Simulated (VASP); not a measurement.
# BaTe in VASP: further runs, part 2 of 3

VASP 6.6.1.

**4. Electric field gradients, PBEsol (38.07 Å³/atom)**

This run uses another cell than the first one, of 38.07 Å³/atom.

INCAR

```
SYSTEM = BaTe
PREC = Accurate ; ENCUT = 520
EDIFF = 1E-8 ; ISMEAR = -1
SIGMA = 0.05 ; LREAL = .FALSE.
LASPH = .TRUE. ; NELM = 100
ALGO = Normal ; ISIF = 2
LWAVE = .FALSE. ; LCHARG = .FALSE.
GGA = PS ; LEFG = .TRUE.
NBANDS = 15
```

KPOINTS

```
Automatic mesh
0
G
  10 10 10
  0 0 0
```

POSCAR

```
BaTe
1.0
    0.0000000000      3.3639132694      3.3639132694
    3.3639132694      0.0000000000      3.3639132694
    3.3639132694      3.3639132694      0.0000000000
Ba Te
1 1
Direct
    0.0000000000      0.0000000000      0.0000000000
    0.5000000000      0.5000000000      0.5000000000
```

Potentials or basis: VASP PAW PBE potentials, release 64 (Ba_sv, Te).

On the command line:

```sh
$ cat potpaw_PBE.64/Ba_sv/POTCAR potpaw_PBE.64/Te/POTCAR > POTCAR
$ mpirun -np 1 vasp_std > vasp.out
```

OUTCAR:

```text
SYSTEM = BaTe
   PREC = Accurate
   ENCUT = 520
   EDIFF = 1E-8
   ISMEAR = -1
   LREAL = .FALSE.
   LASPH = .TRUE.
   NELM = 100
   ISIF = 2
   GGA = PS

 ion  position               nearest neighbor table
   1  0.000  0.000  0.000-   2 3.36   2 3.36   2 3.36   2 3.36   2 3.36   2 3.36
   2  0.500  0.500  0.500-   1 3.36   1 3.36   1 3.36   1 3.36   1 3.36   1 3.36

  LATTYP: Found a face centered cubic cell.
 ALAT       =     6.7278265388

  Lattice vectors:

 A1 = (   0.0000000000,   3.3639132694,   3.3639132694)
 A2 = (   3.3639132694,   0.0000000000,   3.3639132694)
 A3 = (   3.3639132694,   3.3639132694,   0.0000000000)

Analysis of symmetry for initial positions (statically):
=====================================================================
 Subroutine PRICEL returns:
 Original cell was already a primitive cell.

 Routine SETGRP: Setting up the symmetry group for a
 face centered cubic supercell.

 Subroutine GETGRP returns: Found 48 space group operations
 (whereof 48 operations were pure point group operations)
 out of a pool of 48 trial point group operations.

The static configuration has the point symmetry O_h .

Analysis of symmetry for dynamics (positions and initial velocities):
=====================================================================
 Subroutine PRICEL returns:
 Original cell was already a primitive cell.

 Routine SETGRP: Setting up the symmetry group for a
 face centered cubic supercell.

 Subroutine GETGRP returns: Found 48 space group operations
 (whereof 48 operations were pure point group operations)
 out of a pool of 48 trial point group operations.

The dynamic configuration has the point symmetry O_h .
[... 165 lines left out ...]
     11       5.7119      0.00000
     12       6.2011      0.00000
     13       6.4958      0.00000
     14       6.4958      0.00000
[... 401 lines left out ...]
      2      -9.3251      2.00000
      3      -9.0358      2.00000
      4      -9.0209      2.00000
      5      -6.4104      2.00000
      6       1.2653      2.00000
      7       2.3319      2.00000
      8       2.4452      2.00000
      9       4.5679      0.00000
     10       7.5314      0.00000
     11       7.8404      0.00000
     12       8.6306      0.00000
     13       8.6539      0.00000
     14      10.0400      0.00000
     15      11.4793      0.00000

 [... further k-points ...]
[... 5 lines left out ...]
  --------------------------------------------------------------------------------------
  -------------------------------------------------------------------------------------
  Total        2.0097018      2.0097018      2.0097018      0.0000000      0.0000000      0.0000000
  in kB       42.2939099     42.2939099     42.2939099      0.0000000      0.0000000      0.0000000
  external PRESSURE =      42.2939099 kB  Pullay stress =       0.0000000 kB

 VOLUME and BASIS-vectors are now :
 -----------------------------------------------------------------------------
  energy-cutoff  :      520.00
  volume of cell :       76.13
      direct lattice vectors                 reciprocal lattice vectors
     0.000000000  3.363913269  3.363913269    -0.148636412  0.148636412  0.148636412
     3.363913269  0.000000000  3.363913269     0.148636412 -0.148636412  0.148636412
     3.363913269  3.363913269  0.000000000     0.148636412  0.148636412 -0.148636412

 POSITION                                       TOTAL-FORCE (eV/Angst)
 -----------------------------------------------------------------------------------
      0.00000      0.00000      0.00000         0.000000      0.000000      0.000000
      3.36391      3.36391      3.36391        -0.000000     -0.000000     -0.000000
 -----------------------------------------------------------------------------------
    total drift:                                0.000000      0.000000      0.000000

  FREE ENERGIE OF THE ION-ELECTRON SYSTEM (eV)
  ---------------------------------------------------
  free  energy   TOTEN  =        -9.0902385348 eV

  energy  without entropy=       -9.0902383884  energy(sigma->0) =       -9.09023846

 Electric field gradients (V/A^2)
---------------------------------------------------------------------
 ion       V_xx      V_yy      V_zz      V_xy      V_xz      V_yz
---------------------------------------------------------------------
   1      -0.000     0.000     0.000    -0.000    -0.000    -0.000
   2      -0.000     0.000     0.000     0.000     0.000     0.000
---------------------------------------------------------------------

 Electric field gradients after diagonalization (V/A^2)
 (convention: |V_zz| > |V_xx| > |V_yy|)
----------------------------------------------------------------------
 ion       V_xx      V_yy      V_zz     asymmetry (V_yy - V_xx)/ V_zz
----------------------------------------------------------------------
   1       0.000     0.000    -0.001       0.000
   2      -0.000    -0.000     0.000       0.000
----------------------------------------------------------------------

           NMR quadrupolar parameters

 Cq : quadrupolar parameter    Cq=e*Q*V_zz/h
 eta: asymmetry parameters     (V_yy - V_xx)/ V_zz
 Q  : nuclear electric quadrupole moment in mb (millibarn)
----------------------------------------------------------------------
 ion       Cq(MHz)       eta       Q (mb)
----------------------------------------------------------------------
   1      -0.000       0.000       1.000
   2       0.000       0.000       1.000
----------------------------------------------------------------------
```

Wall time 35 s (1 thread of Intel Xeon Platinum 8488C (Sapphire Rapids), shared host); peak memory 0.23 GiB.

Results:

* Free energy: -9.0902 eV
* Pressure: 4.2 GPa
* Band gap on the k mesh: 1.12 eV (least direct gap 1.50 eV)
* Largest electric field gradient by atom: zero within the noise of the run

Caveat: the cell stands under pressure; the PAW data sets were made with another functional, which shifts forces and pressure a little; spin-orbit coupling is left out, which moves the levels of the heavy elements. A k mesh can miss the band edges.

**5. Electric field gradients, PBEsol (equal xx and yy strain of -2 %)**

INCAR

```
PREC     = Accurate       # precision mode
ENCUT    = 520            # plane-wave cutoff, eV
EDIFF    = 1E-8           # SCF threshold, eV
ISMEAR   = -1             # smearing method
SIGMA    = 0.05           # smearing width, eV
LREAL    = F              # projectors in reciprocal space
LASPH    = T              # aspherical terms in the spheres
NELM     = 100            # most SCF steps
ALGO     = Normal         # electronic algorithm
ISIF     = 2              # what is computed and relaxed
LWAVE    = F              # write WAVECAR
LCHARG   = F              # write CHGCAR
GGA      = PS             # functional
LEFG     = T            
NBANDS   = 15             # bands
```

KPOINTS

```
Automatic mesh
0
Gamma
  10 10 10
```

POSCAR

```
BaTe
1.0
    0.0000000000      3.3418000000      3.4100000000
    3.3418000000      0.0000000000      3.4100000000
    3.3418000000      3.3418000000      0.0000000000
Ba Te
1 1
Direct
    0.0000000000      0.0000000000      0.0000000000
    0.5000000000      0.5000000000      0.5000000000
```

Potentials or basis: VASP PAW PBE potentials, release 64 (Ba_sv, Te).

On the command line:

```sh
$ cat potpaw_PBE.64/Ba_sv/POTCAR potpaw_PBE.64/Te/POTCAR > POTCAR
$ mpirun -np 1 vasp_std > vasp.out
```

OUTCAR:

```text
PREC = Accurate
   ENCUT = 520
   EDIFF = 1E-8
   ISMEAR = -1
   LREAL = F
   LASPH = T
   NELM = 100
   ISIF = 2
   GGA = PS

 ion  position               nearest neighbor table
   1  0.000  0.000  0.000-   2 3.34   2 3.34   2 3.34   2 3.34   2 3.41   2 3.41
   2  0.500  0.500  0.500-   1 3.34   1 3.34   1 3.34   1 3.34   1 3.41   1 3.41

  LATTYP: Found a body centered tetragonal cell.
 ALAT       =     4.7260188827
 C/A-ratio  =     1.4430750636

  Lattice vectors:

 A1 = (  -3.3418000000,   0.0000000000,   3.4100000000)
 A2 = (   3.3418000000,   0.0000000000,   3.4100000000)
 A3 = (   0.0000000000,   3.3418000000,  -3.4100000000)

Analysis of symmetry for initial positions (statically):
[... 624 lines left out ...]
 -----------------------------------------------------------------------------
  energy-cutoff  :      520.00
  volume of cell :       76.16
      direct lattice vectors                 reciprocal lattice vectors
     0.000000000  3.341800000  3.410000000    -0.149619965  0.149619965  0.146627566
     3.341800000  0.000000000  3.410000000     0.149619965 -0.149619965  0.146627566
     3.341800000  3.341800000  0.000000000     0.149619965  0.149619965 -0.146627566

 POSITION                                       TOTAL-FORCE (eV/Angst)
 -----------------------------------------------------------------------------------
      0.00000      0.00000      0.00000        -0.000000      0.000000     -0.000000
      3.34180      3.34180      3.41000         0.000000     -0.000000      0.000000
 -----------------------------------------------------------------------------------
    total drift:                                0.000000      0.000000      0.000000

  FREE ENERGIE OF THE ION-ELECTRON SYSTEM (eV)
  ---------------------------------------------------
  free  energy   TOTEN  =        -9.0839100985 eV

  energy  without entropy=       -9.0839099364  energy(sigma->0) =       -9.08391002

 Electric field gradients (V/A^2)
---------------------------------------------------------------------
 ion       V_xx      V_yy      V_zz      V_xy      V_xz      V_yz
---------------------------------------------------------------------
   1     -12.696   -12.696    25.392    -0.000    -0.000    -0.000
   2     -13.043   -13.043    26.085     0.000     0.000     0.000
---------------------------------------------------------------------

 Electric field gradients after diagonalization (V/A^2)
 (convention: |V_zz| > |V_xx| > |V_yy|)
----------------------------------------------------------------------
 ion       V_xx      V_yy      V_zz     asymmetry (V_yy - V_xx)/ V_zz
----------------------------------------------------------------------
   1     -12.696   -12.695    25.392       0.000
   2     -13.043   -13.042    26.085       0.000
----------------------------------------------------------------------

           NMR quadrupolar parameters

 Cq : quadrupolar parameter    Cq=e*Q*V_zz/h
 eta: asymmetry parameters     (V_yy - V_xx)/ V_zz
 Q  : nuclear electric quadrupole moment in mb (millibarn)
----------------------------------------------------------------------
 ion       Cq(MHz)       eta       Q (mb)
----------------------------------------------------------------------
   1       0.061       0.000       1.000
   2       0.063       0.000       1.000
----------------------------------------------------------------------
```

OSZICAR:

```text
N       E                     dE             d eps       ncg     rms          rms(c)
DAV:   1     0.820134463165E+02    0.82013E+02   -0.64900E+03  3060   0.908E+02
DAV:   2    -0.426981225141E+01   -0.86283E+02   -0.78698E+02  4170   0.158E+02
DAV:   3    -0.907057684330E+01   -0.48008E+01   -0.47657E+01  4084   0.398E+01
DAV:   4    -0.918882963404E+01   -0.11825E+00   -0.11822E+00  3973   0.623E+00
DAV:   5    -0.919136100342E+01   -0.25314E-02   -0.25313E-02  4334   0.748E-01    0.444E+00
DAV:   6    -0.909424115778E+01    0.97120E-01   -0.90035E-02  3606   0.159E+00    0.288E+00
DAV:   7    -0.908305034863E+01    0.11191E-01   -0.78523E-02  3788   0.155E+00    0.717E-01
DAV:   8    -0.908366536591E+01   -0.61502E-03   -0.91905E-03  3410   0.562E-01    0.187E-01
DAV:   9    -0.908385033311E+01   -0.18497E-03   -0.39896E-04  4019   0.143E-01    0.479E-02
DAV:  10    -0.908390175883E+01   -0.51426E-04   -0.54077E-05  3781   0.484E-02    0.146E-02
DAV:  11    -0.908391145312E+01   -0.96943E-05   -0.22568E-05  3900   0.275E-02    0.165E-02
DAV:  12    -0.908390992259E+01    0.15305E-05   -0.38548E-06  3837   0.113E-02    0.270E-03
DAV:  13    -0.908391004204E+01   -0.11945E-06   -0.25833E-07  3810   0.274E-03    0.959E-04
DAV:  14    -0.908391006145E+01   -0.19415E-07   -0.54730E-09  3232   0.447E-04    0.107E-03
DAV:  15    -0.908391009875E+01   -0.37292E-07   -0.70030E-09  2757   0.513E-04    0.128E-04
DAV:  16    -0.908391009847E+01    0.28183E-09   -0.12379E-09  1929   0.188E-04
   1 F= -.90839101E+01 E0= -.90839100E+01  d E =-.162049E-06
```

stdout:

```text
POSCAR found type information on POSCAR BaTe
 POSCAR found :  2 types and       2 ions
 scaLAPACK will be used
 -----------------------------------------------------------------------------
|                                                                             |
|                                                                             |
|     You enforced a specific xc type in the INCAR file but a different       |
|     I HOPE YOU KNOW WHAT YOU ARE DOING!                                     |
|                                                                             |
 -----------------------------------------------------------------------------

 LDA part: xc-table for (Slater+PW92), standard interpolation
 POSCAR, INCAR and KPOINTS ok, starting setup
 FFT: planning ... GRIDC
 FFT: planning ... GRID_SOFT
 FFT: planning ... GRID
 WAVECAR not read
 entering main loop
ion   1

ion   2
```

Run time: 63 s. Hardware: 1 thread of Intel Xeon Platinum 8488C (Sapphire Rapids), shared host; peak memory 0.29 GiB.

Results:

| Property | Result |
| --- | --- |
| Free energy | -9.0839 eV |
| Pressure | 4.3 GPa |
| Band gap on the k mesh | 1.09 eV (least direct gap 1.46 eV) |
| Largest electric field gradient by atom | Ba +25.4; Te +26.1 V/Å² |

Levels at points of the mesh, in eV from the valence-band top:
```tsv
k point	band 4	band 5	band 6	band 7	band 8	band 9	band 10	band 11	band 12	band 13
(0.00, 0.00, 0.00)	-11.90	-9.90	-0.08	0.00	0.00	2.63	2.77	2.77	3.13	3.54
(0.50, 0.00, 0.00)	-11.92	-8.73	-2.67	-1.44	-1.44	4.20	4.94	5.02	5.08	7.08
(0.50, 0.50, 0.00)	-12.04	-9.66	-1.27	-0.36	-0.36	1.10	4.53	5.07	6.06	6.10
(0.50, 0.00, 0.50)	-12.03	-9.66	-1.15	-0.46	-0.39	1.09	4.55	5.06	6.00	6.13
```

Electric field gradients, principal values (V/Å²):
| atom | least | middle | greatest (by size) |
| --- | --- | --- | --- |
| 1 Ba | -12.695 | -12.696 | 25.392 |
| 2 Te | -13.042 | -13.043 | 26.085 |

Caveat: the cell differs from its parent crystal (equal xx and yy strain of -2 %); the cell stands under pressure; without QUAD_EFG the Cq values of the log hold for a quadrupole moment of 1 mb, not for the nuclei; the PAW data sets were made with another functional, which shifts forces and pressure a little; spin-orbit coupling is left out, which moves the levels of the heavy elements.

[end of part 2 of 3]
